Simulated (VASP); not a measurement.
# Pb (P6/mmm) in VASP: single point with PBE

Aim: the single point of Pb with PBE.

All numbers are computed with VASP 6.6.1; they aren't measurements. Logs are shortened: lines on timing, memory, paths and dates and some standing lists are left out, and cuts for length are marked.

## (1) The cell of the first run

The structure is hexagonal, space group P6/mmm (No. 191). Conventional cell: a = 2.907 Å, b = 2.907 Å, c = 2.745 Å, α = 90.00°, β = 90.00°, γ = 120.00°. Within 3.6 Å of Pb (site symmetry 6/mmm) lie 8 Pb at 2.74 to 2.91 Å.

This isn't the form of Pb at room conditions, which is fcc.

## (2) Single point, PBE

File INCAR:

```
  PREC = Accurate
  ENCUT = 520
  EDIFF = 1E-6
  ISMEAR = -1
  SIGMA = 0.05
  LREAL = False
  LASPH = True
  NELM = 100
  ALGO = Normal
  ISIF = 2
  LWAVE = False
  LCHARG = True
  GGA = PE
  LELF = True
  LVHAR = True
  NBANDS = 13
```

File KPOINTS:

```
Automatic mesh
0
Gamma
  15 15 14
```

File POSCAR:

```
Pb
1.0
    2.9072544870      0.0000000000      0.0000000000
   -1.4536272435      2.5177562410      0.0000000000
    0.0000000000      0.0000000000      2.7448269934
Pb
1
Direct
    0.0000000000      0.0000000000      0.0000000000
```

Potentials or basis: VASP PAW PBE potentials, release 64 (Pb_d).

Started as:

```bash
> cat potpaw_PBE.64/Pb_d/POTCAR > POTCAR
> mpirun -np 1 vasp_std > vasp.out
```

OUTCAR:

```text
PREC = Accurate
   ENCUT = 520
   EDIFF = 1E-6
   ISMEAR = -1
   LREAL = False
   LASPH = True
   NELM = 100
   ISIF = 2
   GGA = PE

 ion  position               nearest neighbor table
   1  0.000  0.000  0.000-

  LATTYP: Found a hexagonal cell.
 ALAT       =     2.9072544870
 C/A-ratio  =     0.9441302802

  Lattice vectors:

 A1 = (   2.9072544870,   0.0000000000,   0.0000000000)
 A2 = (  -1.4536272435,   2.5177562410,   0.0000000000)
 A3 = (   0.0000000000,   0.0000000000,   2.7448269934)

Analysis of symmetry for initial positions (statically):
=====================================================================
 Subroutine PRICEL returns:
 Original cell was already a primitive cell.

 Routine SETGRP: Setting up the symmetry group for a
 hexagonal supercell.

 Subroutine GETGRP returns: Found 24 space group operations
 (whereof 24 operations were pure point group operations)
 out of a pool of 24 trial point group operations.

The static configuration has the point symmetry D_6h.

Analysis of symmetry for dynamics (positions and initial velocities):
=====================================================================
 Subroutine PRICEL returns:
 Original cell was already a primitive cell.

 Routine SETGRP: Setting up the symmetry group for a
 hexagonal supercell.

 Subroutine GETGRP returns: Found 24 space group operations
 (whereof 24 operations were pure point group operations)
 out of a pool of 24 trial point group operations.

The dynamic configuration has the point symmetry D_6h.

 Subroutine INISYM returns: Found 24 space group operations
 (whereof 24 operations are pure point group operations),
 and found     1 'primitive' translations

----------------------------------------------------------------------------------------

                                     Primitive cell

  volume of cell :      20.0915

  direct lattice vectors                    reciprocal lattice vectors
     2.907254487  0.000000000  0.000000000     0.343967136  0.198589519  0.000000000
    -1.453627243  2.517756241  0.000000000     0.000000000  0.397179037  0.000000000
     0.000000000  0.000000000  2.744826993     0.000000000  0.000000000  0.364321687

  length of vectors
     2.907254487  2.907254487  2.744826993     0.397179037  0.397179037  0.364321687

  position of ions in fractional coordinates (direct lattice)
     0.000000000  0.000000000  0.000000000

  ion indices of the primitive-cell ions
   primitive index   ion index
                 1           1

----------------------------------------------------------------------------------------

 KPOINTS: Automatic mesh

Automatic generation of k-mesh.
 Grid dimensions read from file:
 generate k-points for:   15   15   14

 Generating k-lattice:

  Cartesian coordinates                     Fractional coordinates (reciprocal lattice)
     0.022931142  0.013239301  0.000000000     0.066666667  0.000000000  0.000000000
     0.000000000  0.026478602  0.000000000     0.000000000  0.066666667  0.000000000
     0.000000000  0.000000000  0.026022978     0.000000000  0.000000000  0.071428571

  Length of vectors
     0.026478602  0.026478602  0.026022978

  Shift w.r.t. Gamma in fractional coordinates (k-lattice)
     0.000000000  0.000000000  0.000000000

 Subroutine IBZKPT returns following result:
 ===========================================

 Found    216 irreducible k-points:

 Following reciprocal coordinates:
            Coordinates               Weight
  0.000000  0.000000  0.000000      1.000000
  0.066667 -0.000000  0.000000      6.000000
  0.133333  0.000000  0.000000      6.000000
  0.200000  0.000000  0.000000      6.000000
  0.266667  0.000000  0.000000      6.000000
  0.333333 -0.000000  0.000000      6.000000
[... 16 lines left out ...]
  0.333333  0.200000  0.000000     12.000000
  0.400000  0.200000  0.000000      6.000000
 [... further k-points ...]
   k-points           NKPTS =    216   k-points in BZ     NKDIM =    216   number of bands    NBANDS=     13
   number of dos      NEDOS =    301   number of ions     NIONS =      1
   total plane-waves  NPLWV =  11520
   dimension x,y,z NGX =    24 NGY =   24 NGZ =   20
   dimension x,y,z NGXF=    48 NGYF=   48 NGZF=   40
   ions per type =               1
   NGX,Y,Z   is equivalent  to a cutoff of  13.72, 13.72, 12.11 a.u.
   NGXF,Y,Z  is equivalent  to a cutoff of  27.45, 27.45, 24.23 a.u.
 SYSTEM =  unknown system
   PREC   = accura    normal or accurate (medium, high low for compatibility)
   ISTART =      0    job   : 0-new  1-cont  2-samecut
   ICHARG =      2    charge: 1-file 2-atom 10-const
   ISPIN  =      1    spin polarized calculation?
   LNONCOLLINEAR =      F non collinear calculations
   LSORBIT =      F    spin-orbit coupling
   LASPH  =      T    aspherical Exc in radial PAW
   ENCUT  =  520.0 eV  38.22 Ry    6.18 a.u.   5.41  5.41  5.10*2*pi/ulx,y,z
   NELM   =    100;   NELMIN=  2; NELMDL= -5     # of ELM steps
   EDIFF  = 0.1E-05   stopping-criterion for ELM
   LREAL  =      F    real-space projection
   EDIFFG = 0.1E-04   stopping-criterion for IOM
   NSW    =      0    number of steps for IOM
   IBRION =     -1    ionic relax: 0-MD 1-quasi-New 2-CG
   NFREE  =      0    steps in history (QN), initial steepest desc. (CG)
   ISIF   =      2    stress and relaxation
   ISYM   =      2    0-nonsym 1-usesym 2-fastsym
   POTIM  = 0.5000    time-step for ionic-motion
   TEBEG  =    0.0;   TEEND  =   0.0 temperature during run
   PSTRESS=    0.0 pullay stress
   NELECT =      14.0000    total number of electrons
   NUPDOWN=      -1.0000    fix difference up-down
   EMIN   =  10.00;   EMAX   =-10.00  energy-range for DOS
   EFERMI =   0.00;   METHOD = LEGACY
   ISMEAR =    -1;   SIGMA  =   0.05  broadening in eV -4-tet -1-fermi 0-gaus
   EFERMI_NEDOS =   21; number of points for ismear=-14 and -15
   IALGO  =     38    algorithm
   IMIX   =      4    mixing-type and parameters
     AMIX     =   0.40;   BMIX     =  1.00
     AMIX_MAG =   1.60;   BMIX_MAG =  1.00
  volume/ion in A,a.u.               =      20.09       135.58
  Fermi-wavevector in a.u.,A,eV,Ry     =   1.451377  2.742705 28.660612  2.106496
  Thomas-Fermi vector in A             =   2.568881
   LORBIT       =      0    0 simple, 1 ext, 2 COOP (PROOUT), +10 PAW based schemes
   GGA     = PE    functional components
   LHFCALC =     F    Hartree Fock is set to
   AEXX    =    0.0000 exact exchange contribution
   IVDW    =     0    specifies the selected vdW correction
   LEPSILON=     F    determine dielectric tensor
   LRPA    =     F    only Hartree local field effects (RPA)
 non-spin polarized calculation
  energy-cutoff  :      520.00
  volume of cell :       20.09
 maximum number of plane-waves:       562
 NGX is ok and might be reduce to    24
   NGX = 11   NGY = 11   NGZ = 11

 number of electron      13.9999996 magnetization

 Free energy of the ion-electron system (eV)
  ---------------------------------------------------
  ext. energy  EPLUGINS =         0.00000000
  ---------------------------------------------------
  free energy    TOTEN  =        -1.86742350 eV

  energy without entropy =       -1.86418684  energy(sigma->0) =       -1.86580517

 E-fermi :  13.2645     XC(G=0): -12.2768

 val. band max:       13.2359117342   @ k =   0.2000   0.1333   0.2857
 cond. band min:      13.2829609175   @ k =   0.2667   0.2000   0.0000
 fundamental gap:      0.0470491832
 Fermi energy:        13.2645377409

 k-point     1 :       0.0000    0.0000    0.0000
  band No.  band energies     occupation
      1      -5.9790      2.00000
      2      -5.0155      2.00000
      3      -5.0155      2.00000
      4      -4.0025      2.00000
      5      -4.0025      2.00000
      6      -2.5670      2.00000
      7      19.2909      0.00000
      8      22.7055      0.00000
      9      22.7055      0.00000
     10      22.7980      0.00000
     11      24.7922      0.00000
     12      28.6741      0.00000
     13      28.6741      0.00000

 k-point     2 :       0.0667   -0.0000    0.0000
  band No.  band energies     occupation
      1      -5.9568      2.00000
      2      -5.0315      2.00000
      3      -4.9718      2.00000
      4      -4.0259      2.00000
      5      -4.0077      2.00000
      6      -2.4433      2.00000
      7      19.4562      0.00000
      8      21.4096      0.00000
      9      22.2707      0.00000
     10      22.7731      0.00000
     11      24.8647      0.00000
     12      29.1448      0.00000
     13      29.1541      0.00000

 k-point     3 :       0.1333    0.0000    0.0000
  band No.  band energies     occupation
      1      -5.8994      2.00000
      2      -5.0784      2.00000
      3      -4.8463      2.00000
      4      -4.0913      2.00000
      5      -4.0222      2.00000
      6      -2.0617      2.00000
      7      18.9187      0.00000
      8      19.9426      0.00000
      9      21.2699      0.00000
     10      22.7302      0.00000
     11      24.8986      0.00000
     12      29.8480      0.00000
     13      30.2584      0.00000

 k-point     4 :       0.2000    0.0000    0.0000
  band No.  band energies     occupation
      1      -5.8292      2.00000
      2      -5.1479      2.00000
      3      -4.6564      2.00000
      4      -4.1859      2.00000
      5      -4.0436      2.00000
      6      -1.4034      2.00000
      7      16.2097      0.00000
      8      20.1081      0.00000
      9      20.7212      0.00000
     10      22.6725      0.00000
     11      24.8840      0.00000
     12      30.8947      0.00000
     13      31.4508      0.00000

 k-point     5 :       0.2667    0.0000    0.0000
  band No.  band energies     occupation
      1      -5.7727      2.00000
      2      -5.2183      2.00000
      3      -4.4303      2.00000
      4      -4.2921      2.00000
      5      -4.0679      2.00000
      6      -0.4594      2.00000
      7      13.5260      0.01066
      8      19.0008      0.00000
      9      21.7413      0.00000
     10      22.6176      0.00000
     11      24.8322      0.00000
     12      32.0962      0.00000
     13      32.2327      0.00000

 k-point     6 :       0.3333   -0.0000    0.0000
  band No.  band energies     occupation
      1      -5.7505      2.00000
      2      -5.2636      2.00000
      3      -4.3913      2.00000
      4      -4.2054      2.00000
      5      -4.0911      2.00000
      6       0.7620      2.00000
      7      10.9623      2.00000
      8      18.0686      0.00000
      9      22.5810      0.00000
     10      22.9175      0.00000
     11      24.7529      0.00000
     12      32.2521      0.00000
     13      32.3025      0.00000

 k-point     7 :       0.4000    0.0000    0.0000
  band No.  band energies     occupation
      1      -5.7598      2.00000
      2      -5.2768      2.00000
      3      -4.4674      2.00000
      4      -4.1092      2.00000
      5      -4.0231      2.00000
      6       2.2269      2.00000
      7       8.5892      2.00000
      8      17.3955      0.00000
      9      22.5671      0.00000
     10      24.0899      0.00000
     11      24.6675      0.00000
     12      31.3241      0.00000
     13      31.7548      0.00000
[... 193 lines left out ...]
 k-point    20 :       0.4000    0.1333    0.0000
  band No.  band energies     occupation
      1      -5.6512      2.00000
      2      -5.2100      2.00000
      3      -4.4816      2.00000
      4      -4.1732      2.00000
      5      -4.0993      2.00000
      6       4.0180      2.00000
      7       7.0601      2.00000
      8      14.3926      0.00000
      9      24.9439      0.00000
     10      25.4801      0.00000
     11      25.5819      0.00000
     12      29.8702      0.00000
     13      30.6763      0.00000

 k-point    21 :       0.2000    0.2000    0.0000
  band No.  band energies     occupation
      1      -5.6411      2.00000
      2      -5.1627      2.00000
      3      -4.4066      2.00000
      4      -4.3689      2.00000
      5      -4.1450      2.00000
      6       1.0403      2.00000
      7      11.9226      2.00000
      8      14.4773      0.00000
      9      23.2820      0.00000
     10      24.8735      0.00000
     11      27.2207      0.00000
     12      29.4929      0.00000
     13      32.1013      0.00000

 k-point    22 :       0.2667    0.2000    0.0000
  band No.  band energies     occupation
      1      -5.5905      2.00000
      2      -5.1337      2.00000
      3      -4.4147      2.00000
      4      -4.3463      2.00000
      5      -4.1892      2.00000
      6       2.3308      2.00000
      7      10.1205      2.00000
      8      13.2830      0.81782
      9      24.5201      0.00000
     10      25.0602      0.00000
     11      27.8119      0.00000
     12      29.8050      0.00000
     13      31.5132      0.00000

 k-point    23 :       0.3333    0.2000    0.0000
  band No.  band energies     occupation
      1      -5.5665      2.00000
      2      -5.1053      2.00000
      3      -4.4430      2.00000
      4      -4.2984      2.00000
      5      -4.2215      2.00000
      6       3.7163      2.00000
      7       8.3292      2.00000
      8      12.6353      1.99999
      9      25.2914      0.00000
     10      25.7034      0.00000
     11      27.8080      0.00000
     12      29.2064      0.00000
     13      31.0174      0.00000

 k-point    24 :       0.4000    0.2000    0.0000
  band No.  band energies     occupation
      1      -5.5604      2.00000
      2      -5.0936      2.00000
      3      -4.4524      2.00000
      4      -4.2794      2.00000
      5      -4.2334      2.00000
      6       4.5777      2.00000
      7       7.3185      2.00000
      8      12.4280      2.00000
      9      25.4111      0.00000
     10      26.2832      0.00000
     11      27.7778      0.00000
     12      28.8707      0.00000
     13      30.5925      0.00000

 [... further k-points ...]
[... 5 lines left out ...]
  --------------------------------------------------------------------------------------
  -------------------------------------------------------------------------------------
  Total        8.0083663      8.0083663      8.0075551      0.0000000     -0.0000000      0.0000000
  in kB      638.6204290    638.6204290    638.5557406      0.0000000     -0.0000000      0.0000000
  external PRESSURE =     638.5988662 kB  Pullay stress =       0.0000000 kB

 VOLUME and BASIS-vectors are now :
 -----------------------------------------------------------------------------
  energy-cutoff  :      520.00
  volume of cell :       20.09
      direct lattice vectors                 reciprocal lattice vectors
     2.907254487  0.000000000  0.000000000     0.343967136  0.198589519  0.000000000
    -1.453627243  2.517756241  0.000000000     0.000000000  0.397179037  0.000000000
     0.000000000  0.000000000  2.744826993     0.000000000  0.000000000  0.364321687

 POSITION                                       TOTAL-FORCE (eV/Angst)
 -----------------------------------------------------------------------------------
      0.00000      0.00000      0.00000         0.000000      0.000000      0.000000
 -----------------------------------------------------------------------------------
    total drift:                                0.000000      0.000000      0.000000

  FREE ENERGIE OF THE ION-ELECTRON SYSTEM (eV)
  ---------------------------------------------------
  free  energy   TOTEN  =        -1.8674235050 eV

  energy  without entropy=       -1.8641868402  energy(sigma->0) =       -1.86580517
```

Wall time 17 s (1 thread of Intel Xeon 6975P-C (Granite Rapids), shared host); peak memory 0.17 GiB.

Results:

* Free energy: -1.8674 eV
* Pressure: 63.9 GPa
* Band gap on the k mesh: zero (bands 7 and 8 overlap by 10.60 eV)

Levels at points of the mesh, in eV from the Fermi level:
```csv
k point,band 3,band 4,band 5,band 6,band 7,band 8,band 9,band 10,band 11,band 12
"(0.00, 0.00, 0.00)",-18.28,-17.27,-17.27,-15.83,6.03,9.44,9.44,9.53,11.53,15.41
"(0.00, 0.00, 0.50)",-18.18,-17.85,-17.85,-10.40,-7.52,11.96,12.86,14.72,14.72,15.48
```

Caveat: the cell stands under pressure; spin-orbit coupling is left out, which moves the levels of the heavy elements.
